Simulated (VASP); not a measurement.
# Si8C7 (a cell with a defect) in VASP: further runs

The runs below take Si8C7 (a cell with a defect) through single point, with PBE.

Program: VASP 6.6.1. These are calculated values, not measurements. Logs are shortened: lines on timing, memory, paths and dates and some standing lists are left out, and cuts for length are marked.

## (1) The cell of the first run

The cell holds a defect, 15 atoms: a = 6.193 Å, b = 6.193 Å, c = 6.193 Å, α = 60.00°, β = 60.00°, γ = 60.00°.

## (2) Single point, PBE

The input, INCAR:

```
PREC = Accurate ; ENCUT = 520
EDIFF = 1E-7 ; ISMEAR = 0
SIGMA = 0.05 ; LREAL = Auto
LASPH = T ; NELM = 60
ALGO = Normal ; ISIF = 2
LWAVE = F ; LCHARG = F
GGA = PE ; NBANDS = 43
NELECT = 56.0
```

The input, KPOINTS:

```
regular mesh
0
Gamma
  6 6 6
```

The input, POSCAR:

```
Si8C7
1.0
   -4.3794502696     -4.3794502696      0.0000000000
    0.0000000000     -4.3794502696      4.3794502696
   -4.3794502696      0.0000000000      4.3794502696
Si C
8 7
Direct
    0.5000000000      0.5000000000      0.0000000000
    0.0000000000      0.5000000000      0.0000000000
    0.5000000000      0.0000000000      0.0000000000
    0.0000000000      0.0000000000      0.0000000000
    0.5000000000      0.5000000000      0.5000000000
    0.0000000000      0.5000000000      0.5000000000
    0.5000000000      0.0000000000      0.5000000000
    0.0000000000      0.0000000000      0.5000000000
    0.8750000000      0.3750000000      0.3750000000
    0.3750000000      0.8750000000      0.3750000000
    0.8750000000      0.8750000000      0.3750000000
    0.3750000000      0.3750000000      0.8750000000
    0.8750000000      0.3750000000      0.8750000000
    0.3750000000      0.8750000000      0.8750000000
    0.8750000000      0.8750000000      0.8750000000
```

Potentials or basis: VASP PAW PBE potentials, release 64 (Si, C).

On the command line:

```bash
cat potpaw_PBE.64/Si/POTCAR potpaw_PBE.64/C/POTCAR > POTCAR
mpirun -np 1 vasp_std > vasp.out
```

OUTCAR:

```text
PREC = Accurate
   ENCUT = 520
   EDIFF = 1E-7
   ISMEAR = 0
   LREAL = Auto
   LASPH = T
   NELM = 60
   ISIF = 2
   GGA = PE
   NELECT = 56.0

 ion  position               nearest neighbor table
   1  0.500  0.500  0.000-  12 1.90  13 1.90  14 1.90   2 3.10   3 3.10   5 3.10   5 3.10   6 3.10
                             7 3.10   3 3.10   4 3.10   7 3.10   2 3.10   4 3.10   6 3.10
   2  0.000  0.500  0.000-  13 1.90  12 1.90   9 1.90  15 1.90   4 3.10   6 3.10   1 3.10   5 3.10
                             6 3.10   8 3.10   3 3.10   4 3.10   8 3.10   1 3.10   3 3.10   5 3.10
   3  0.500  0.000  0.000-  14 1.90  12 1.90  10 1.90  15 1.90   4 3.10   7 3.10   1 3.10   5 3.10
                             7 3.10   8 3.10   1 3.10   2 3.10   5 3.10   2 3.10   4 3.10   8 3.10
   4  0.000  0.000  0.000-  15 1.90  13 1.90  14 1.90  11 1.90   3 3.10   8 3.10   2 3.10   6 3.10
                             7 3.10   8 3.10   1 3.10   2 3.10   6 3.10   1 3.10   3 3.10   7 3.10
   5  0.500  0.500  0.500-   9 1.90  10 1.90  12 1.90   1 3.10   6 3.10   7 3.10   1 3.10   2 3.10
                             3 3.10   3 3.10   7 3.10   8 3.10   2 3.10   6 3.10   8 3.10
   6  0.000  0.500  0.500-   9 1.90  11 1.90  13 1.90   2 3.10   5 3.10   8 3.10   1 3.10   2 3.10
                             4 3.10   4 3.10   7 3.10   8 3.10   1 3.10   5 3.10   7 3.10
   7  0.500  0.000  0.500-  10 1.90  11 1.90  14 1.90   3 3.10   5 3.10   8 3.10   1 3.10   3 3.10
                             4 3.10   1 3.10   5 3.10   6 3.10   4 3.10   6 3.10   8 3.10
   8  0.000  0.000  0.500-  11 1.90  10 1.90   9 1.90  15 1.90   6 3.10   7 3.10   4 3.10   2 3.10
                             3 3.10   4 3.10   2 3.10   5 3.10   6 3.10   3 3.10   5 3.10   7 3.10
   9  0.875  0.375  0.375-   6 1.90   5 1.90   2 1.90   8 1.90
  10  0.375  0.875  0.375-   7 1.90   5 1.90   3 1.90   8 1.90
  11  0.875  0.875  0.375-   8 1.90   6 1.90   7 1.90   4 1.90
  12  0.375  0.375  0.875-   1 1.90   2 1.90   3 1.90   5 1.90
  13  0.875  0.375  0.875-   2 1.90   1 1.90   4 1.90   6 1.90
  14  0.375  0.875  0.875-   3 1.90   1 1.90   4 1.90   7 1.90
  15  0.875  0.875  0.875-   4 1.90   3 1.90   2 1.90   8 1.90

  LATTYP: Found a face centered cubic cell.
 ALAT       =     8.7589005392

  Lattice vectors:

 A1 = (  -4.3794502696,  -4.3794502696,   0.0000000000)
 A2 = (   0.0000000000,  -4.3794502696,   4.3794502696)
 A3 = (  -4.3794502696,   0.0000000000,   4.3794502696)

Analysis of symmetry for initial positions (statically):
=====================================================================
 Subroutine PRICEL returns:
 Original cell was already a primitive cell.

 Routine SETGRP: Setting up the symmetry group for a
 face centered cubic supercell.

 Subroutine GETGRP returns: Found 24 space group operations
 (whereof  6 operations were pure point group operations)
 out of a pool of 48 trial point group operations.

The static configuration has the point symmetry C_3v.
 The point group associated with its full space group is T_d .

Analysis of symmetry for dynamics (positions and initial velocities):
=====================================================================
 Subroutine PRICEL returns:
 Original cell was already a primitive cell.

 Routine SETGRP: Setting up the symmetry group for a
 face centered cubic supercell.

 Subroutine GETGRP returns: Found 24 space group operations
 (whereof  6 operations were pure point group operations)
 out of a pool of 48 trial point group operations.

The dynamic configuration has the point symmetry C_3v.
 The point group associated with its full space group is T_d .

 Subroutine INISYM returns: Found 24 space group operations
 (whereof  6 operations are pure point group operations),
 and found     1 'primitive' translations

----------------------------------------------------------------------------------------

                                     Primitive cell

  volume of cell :     167.9921

  direct lattice vectors                    reciprocal lattice vectors
    -4.379450270 -4.379450270  0.000000000    -0.114169580 -0.114169580 -0.114169580
     0.000000000 -4.379450270  4.379450270     0.114169580 -0.114169580  0.114169580
    -4.379450270  0.000000000  4.379450270    -0.114169580  0.114169580  0.114169580

  length of vectors
     6.193477967  6.193477967  6.193477967     0.197747514  0.197747514  0.197747514

[... 52 lines left out ...]

  Shift w.r.t. Gamma in fractional coordinates (k-lattice)
     0.000000000  0.000000000  0.000000000

 Subroutine IBZKPT returns following result:
 ===========================================

 Found     16 irreducible k-points:

 Following reciprocal coordinates:
            Coordinates               Weight
  0.000000  0.000000  0.000000      1.000000
  0.166667  0.000000  0.000000      8.000000
  0.333333  0.000000  0.000000      8.000000
  0.500000  0.000000  0.000000      4.000000
  0.166667  0.166667  0.000000      6.000000
  0.333333  0.166667  0.000000     24.000000
[... 8 lines left out ...]
 -0.333333  0.333333  0.166667     24.000000
 -0.333333  0.500000  0.166667     12.000000
   k-points           NKPTS =     16   k-points in BZ     NKDIM =     16   number of bands    NBANDS=     43
   number of dos      NEDOS =    301   number of ions     NIONS =     15
   total plane-waves  NPLWV = 110592
   dimension x,y,z NGX =    48 NGY =   48 NGZ =   48
   dimension x,y,z NGXF=    96 NGYF=   96 NGZF=   96
   ions per type =               8   7
   NGX,Y,Z   is equivalent  to a cutoff of  12.88, 12.88, 12.88 a.u.
   NGXF,Y,Z  is equivalent  to a cutoff of  25.77, 25.77, 25.77 a.u.
 SYSTEM =  unknown system
   PREC   = accura    normal or accurate (medium, high low for compatibility)
   ISTART =      0    job   : 0-new  1-cont  2-samecut
   ICHARG =      2    charge: 1-file 2-atom 10-const
   ISPIN  =      1    spin polarized calculation?
   LNONCOLLINEAR =      F non collinear calculations
   LSORBIT =      F    spin-orbit coupling
   LASPH  =      T    aspherical Exc in radial PAW
   ENCUT  =  520.0 eV  38.22 Ry    6.18 a.u.  11.52 11.52 11.52*2*pi/ulx,y,z
   NELM   =     60;   NELMIN=  2; NELMDL= -5     # of ELM steps
   EDIFF  = 0.1E-06   stopping-criterion for ELM
   LREAL  =      T    real-space projection
   EDIFFG = 0.1E-05   stopping-criterion for IOM
   NSW    =      0    number of steps for IOM
   IBRION =     -1    ionic relax: 0-MD 1-quasi-New 2-CG
   NFREE  =      0    steps in history (QN), initial steepest desc. (CG)
   ISIF   =      2    stress and relaxation
   ISYM   =      2    0-nonsym 1-usesym 2-fastsym
   POTIM  = 0.5000    time-step for ionic-motion
   TEBEG  =    0.0;   TEEND  =   0.0 temperature during run
   PSTRESS=    0.0 pullay stress
   NELECT =      56.0000    total number of electrons
   NUPDOWN=      -1.0000    fix difference up-down
   EMIN   =  10.00;   EMAX   =-10.00  energy-range for DOS
   EFERMI =   0.00;   METHOD = LEGACY
   ISMEAR =     0;   SIGMA  =   0.05  broadening in eV -4-tet -1-fermi 0-gaus
   EFERMI_NEDOS =   21; number of points for ismear=-14 and -15
   IALGO  =     38    algorithm
   IMIX   =      4    mixing-type and parameters
     AMIX     =   0.40;   BMIX     =  1.00
     AMIX_MAG =   1.60;   BMIX_MAG =  1.00
  volume/ion in A,a.u.               =      11.20        75.58
  Fermi-wavevector in a.u.,A,eV,Ry     =   1.135119  2.145063 17.531029  1.288494
  Thomas-Fermi vector in A             =   2.271823
   LORBIT       =      0    0 simple, 1 ext, 2 COOP (PROOUT), +10 PAW based schemes
   GGA     = PE    functional components
   LHFCALC =     F    Hartree Fock is set to
   AEXX    =    0.0000 exact exchange contribution
   IVDW    =     0    specifies the selected vdW correction
   LEPSILON=     F    determine dielectric tensor
   LRPA    =     F    only Hartree local field effects (RPA)
 non-spin polarized calculation
 Gauss-broadening in eV      SIGMA  =   0.05
  energy-cutoff  :      520.00
  volume of cell :      167.99
 maximum number of plane-waves:      4573
 NGX is ok and might be reduce to    48
   NGX = 23   NGY = 23   NGZ = 23

 number of electron      56.0000008 magnetization

 Free energy of the ion-electron system (eV)
  ---------------------------------------------------
  ext. energy  EPLUGINS =         0.00000000
  ---------------------------------------------------
  free energy    TOTEN  =      -138.27020750 eV

  energy without entropy =     -138.26170456  energy(sigma->0) =     -138.26595603

 E-fermi :   6.6181     XC(G=0): -10.8167

 val. band max:        6.6138273776   @ k =   0.1667   0.1667   0.0000
 cond. band min:       6.6182739467   @ k =   0.5000   0.3333   0.1667
 fundamental gap:      0.0044465691
 Fermi energy:         6.6180580856

 k-point     1 :       0.0000    0.0000    0.0000
  band No.  band energies     occupation
      1      -7.3274      2.00000
      2      -4.1550      2.00000
      3      -4.1550      2.00000
      4      -4.1550      2.00000
      5      -3.5546      2.00000
      6      -2.7827      2.00000
[... 677 lines left out ...]
     39      14.1135      0.00000
     40      14.2492      0.00000
 [bands above 40 left out]

------------------------ aborting loop because EDIFF is reached ----------------------------------------

  FORCE on cell =-STRESS in cart. coord.  units (eV):
  Direction    XX          YY          ZZ          XY          YZ          ZX
  --------------------------------------------------------------------------------------
  -------------------------------------------------------------------------------------
  Total      -47.3043699    -47.3043699    -47.3043699      0.0000000      0.0000000     -0.0000000
  in kB     -451.1521705   -451.1521705   -451.1521705      0.0000000      0.0000000     -0.0000000
  external PRESSURE =    -451.1521705 kB  Pullay stress =       0.0000000 kB

 VOLUME and BASIS-vectors are now :
 -----------------------------------------------------------------------------
  energy-cutoff  :      520.00
  volume of cell :      167.99
      direct lattice vectors                 reciprocal lattice vectors
    -4.379450270 -4.379450270  0.000000000    -0.114169580 -0.114169580 -0.114169580
     0.000000000 -4.379450270  4.379450270     0.114169580 -0.114169580  0.114169580
    -4.379450270  0.000000000  4.379450270    -0.114169580  0.114169580  0.114169580

 POSITION                                       TOTAL-FORCE (eV/Angst)
 -----------------------------------------------------------------------------------
     -2.18973     -4.37945      2.18973         1.060927     -1.060927     -1.060927
      0.00000     -2.18973      2.18973        -0.291123      0.291123     -0.291123
     -2.18973     -2.18973      0.00000         0.291123      0.291123      0.291123
      0.00000      0.00000      0.00000        -0.291123     -0.291123      0.291123
     -4.37945     -4.37945      4.37945        -1.060927     -1.060927      1.060927
     -2.18973     -2.18973      4.37945         1.060927      1.060927      1.060927
     -4.37945     -2.18973      2.18973        -1.060927      1.060927     -1.060927
     -2.18973      0.00000      2.18973         0.291123     -0.291123     -0.291123
     -5.47431     -5.47431      3.28459        -0.000000     -0.000000     -0.390114
     -3.28459     -5.47431      5.47431         0.390114     -0.000000      0.000000
     -5.47431     -7.66404      5.47431        -0.000000     -0.390114      0.000000
     -5.47431     -3.28459      5.47431        -0.000000      0.390114      0.000000
     -7.66404     -5.47431      5.47431        -0.390114     -0.000000      0.000000
     -5.47431     -5.47431      7.66404        -0.000000     -0.000000      0.390114
     -7.66404     -7.66404      7.66404        -0.000000     -0.000000      0.000000
 -----------------------------------------------------------------------------------
    total drift:                                0.000001      0.000001     -0.000001

  FREE ENERGIE OF THE ION-ELECTRON SYSTEM (eV)
  ---------------------------------------------------
  free  energy   TOTEN  =      -138.2702075006 eV

  energy  without entropy=     -138.2617045636  energy(sigma->0) =     -138.26595603
```

Run time: 3.6 min. Hardware: 1 thread of Intel Xeon Platinum 8488C (Sapphire Rapids), shared host; peak memory 0.33 GiB.

What came out:

```
Free energy   : -138.2702 eV
Largest force : 1.838 eV/Å
```

Forces in eV/Å, atoms in the order of the input:
```
Si   1.061 -1.061 -1.061
Si  -0.291  0.291 -0.291
Si   0.291  0.291  0.291
Si  -0.291 -0.291  0.291
Si  -1.061 -1.061  1.061
Si   1.061  1.061  1.061
Si  -1.061  1.061 -1.061
Si   0.291 -0.291 -0.291
C    0.000  0.000 -0.390
C    0.390  0.000  0.000
C    0.000 -0.390  0.000
C    0.000  0.390  0.000
C   -0.390  0.000  0.000
C    0.000  0.000  0.390
C    0.000  0.000  0.000
```

Caveat: the cell carries a net charge on a neutralising background, which shifts energy and pressure; the cell differs from its parent crystal (atoms taken out, atom 9 moved 0.000 of the way to it and +0.000 Å across, host rigid); the cell is charged against a uniform background, so pressure and absolute levels hang on convention.

## (3) Single point, PBE

The input, INCAR:

```
SYSTEM = Si8C7
ALGO = Normal
EDIFF = 1E-6
ENCUT = 520
GGA = PE
ISIF = 2
ISMEAR = 0
LASPH = .True.
LCHARG = .False.
LREAL = Auto
LWAVE = .False.
NBANDS = 43
NELECT = 56.0
NELM = 80
PREC = Accurate
SIGMA = 0.05
```

The input, KPOINTS:

```
k-points
0
Gamma
  6 6 6
  0 0 0
```

POSCAR is that of step 2.

Potentials or basis: VASP PAW PBE potentials, release 64 (Si, C).

On the command line:

```bash
cat potpaw_PBE.64/Si/POTCAR potpaw_PBE.64/C/POTCAR > POTCAR
mpirun -np 1 vasp_std > vasp.out
```

Run time: 3 min. Hardware: 1 thread of Intel Xeon Platinum 8488C (Sapphire Rapids), shared host; peak memory 0.32 GiB.

It converged, with:

```yaml
Free_energy: -138.2702 eV
Largest_force: 1.838 eV/Å
```

Forces on the atoms (eV/Å):
```
Si   1.061 -1.061 -1.061
Si  -0.291  0.291 -0.291
Si   0.291  0.291  0.291
Si  -0.291 -0.291  0.291
Si  -1.061 -1.061  1.061
Si   1.061  1.061  1.061
Si  -1.061  1.061 -1.061
Si   0.291 -0.291 -0.291
C    0.000  0.000 -0.390
C    0.390  0.000  0.000
C    0.000 -0.390  0.000
C    0.000  0.390  0.000
C   -0.390  0.000  0.000
C    0.000  0.000  0.390
C    0.000  0.000  0.000
```

Levels at points of the mesh, in eV from the Fermi level:
| k point | band 25 | band 26 | band 27 | band 28 | band 29 | band 30 | band 31 | band 32 |
| --- | --- | --- | --- | --- | --- | --- | --- | --- |
| (0.00, 0.00, 0.00) | -0.08 | -0.08 | 0.57 | 0.57 | 0.57 | 2.74 | 2.74 | 3.38 |
| (0.50, 0.00, 0.00) | -1.08 | -0.48 | -0.48 | 0.30 | 0.30 | 0.86 | 3.74 | 3.74 |
| (0.50, 0.50, 0.00) | -0.62 | -0.62 | -0.27 | -0.24 | -0.20 | 0.58 | 3.21 | 3.21 |

Caveat: the cell carries a net charge on a neutralising background, which shifts energy and pressure; the cell is charged against a uniform background, so pressure and absolute levels hang on convention.
